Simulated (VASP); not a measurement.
# Zn6S5 (a cell with a defect): relaxation of the atoms with PBE

The system is Zn6S5 (a cell with a defect).

```xyz
11
Lattice="0.0000 0.0000 -6.3046 -5.7661 -3.3291 0.0000 0.0000 6.6581 0.0000" Properties=species:S:1:pos:R:3 pbc="T T T"
Zn   -3.8441    2.2194   -6.3030
Zn   -5.7661   -1.1097   -6.3030
Zn   -1.9220    5.5484   -6.3030
Zn   -1.9220    1.1097   -3.1506
Zn   -3.8441    4.4387   -3.1506
Zn   -5.7661    1.1097   -3.1506
S    -5.7661   -1.1097   -3.9421
S    -1.9220    5.5484   -3.9421
S    -1.9220    1.1097   -0.7898
S    -3.8441    4.4387   -0.7898
S    -5.7661    1.1097   -0.7898
```

This cell differs from its parent crystal: atoms taken out.

```yaml
Program: VASP 6.6.1
Task: relaxation of the atoms
Functional: PBE
Potentials_or_basis: VASP PAW PBE potentials, release 64 (Zn, S)
Cutoff: 520 eV
k_mesh: 2 × 2 × 2
Occupations: gaussian, width 0.01 eV
Spin: no spin polarisation
Dipole_correction: no
Further_INCAR_settings: ALGO = Normal; EDIFF = 1e-06; IBRION = 2; EDIFFG = -0.025; NSW = 65
```

The energy gained by relaxing is 28.2 meV/atom. The ionic steps are 9. The pressure after relaxing is -4.7 GPa and the largest force after relaxing is 0.023 eV/Å. The band gap on the k mesh is 1.79 eV.

Forces in eV/Å, atoms in the order of the input:
```
Zn   0.000  0.000  0.023
Zn   0.000  0.000  0.006
Zn   0.000  0.000  0.006
Zn   0.010 -0.006 -0.002
Zn   0.000  0.012 -0.002
Zn  -0.010 -0.006 -0.002
S    0.000  0.000 -0.015
S    0.000  0.000 -0.015
S    0.005 -0.003  0.000
S    0.000  0.005  0.000
S   -0.005 -0.003  0.000
```

Stress tensor (GPa, compression positive):
```
-4.67  0.00  0.00
 0.00 -4.67  0.00
 0.00  0.00 -4.79
```

Step by step:
| step | energy change (eV) | largest force (eV/Å) | pressure (GPa) |
| --- | --- | --- | --- |
| 1 | 0.0000 | 0.5572 | -1.52 |
| 2 | -0.0549 | 0.5057 | -1.75 |
| 3 | -0.1840 | 0.3388 | -2.78 |
| 4 | -0.2662 | 0.4143 | -4.44 |
| 5 | -0.3009 | 0.1151 | -5.13 |
| 6 | -0.3017 | 0.1119 | -5.03 |
| 7 | -0.3081 | 0.0517 | -4.86 |
| 8 | -0.3091 | 0.0424 | -4.76 |
| 9 | -0.3099 | 0.0226 | -4.71 |

Final structure:
```cif
data_structure
_symmetry_space_group_name_H-M 'P 1'
_symmetry_Int_Tables_number 1
_cell_length_a 6.3046
_cell_length_b 6.6581
_cell_length_c 6.6581
_cell_angle_alpha 120.000
_cell_angle_beta 90.000
_cell_angle_gamma 90.000
_cell_volume 242.04
loop_
_atom_site_label
_atom_site_type_symbol
_atom_site_fract_x
_atom_site_fract_y
_atom_site_fract_z
_atom_site_occupancy
Zn1 Zn 0.96105 0.66667 0.66667 1
Zn2 Zn 0.00354 0.00000 0.33333 1
Zn3 Zn 0.00354 0.33333 0.00000 1
Zn4 Zn 0.51134 0.37336 0.37336 1
Zn5 Zn 0.51134 0.66667 0.95997 1
Zn6 Zn 0.51134 0.95997 0.66667 1
S1 S 0.62381 0.00000 0.33333 1
S2 S 0.62381 0.33333 0.00000 1
S3 S 0.12499 0.34285 0.34285 1
S4 S 0.12499 0.66667 0.99048 1
S5 S 0.12499 0.99048 0.66667 1
```

Levels at points of the mesh, in eV from the valence-band top:
```csv
k point,band 49,band 50,band 51,band 52,band 53,band 54
"(0.00, 0.00, 0.00)",-1.11,-0.64,-0.64,2.56,2.79,2.79
"(0.50, 0.00, 0.00)",-0.66,-0.66,-0.52,2.28,2.93,2.93
"(0.00, 0.50, 0.00)",-1.07,-1.00,0.00,1.79,2.47,2.73
"(0.50, 0.50, 0.00)",-1.56,-1.56,-0.03,2.04,2.37,2.53
```

Wall time 5.5 min on 1 thread of AMD EPYC 7R13 Processor (Zen 3), on a shared host, peak memory 0.33 GiB.

Caveat: the k points lie up to 0.54 Å⁻¹ apart; the cell differs from its parent crystal (atoms taken out).
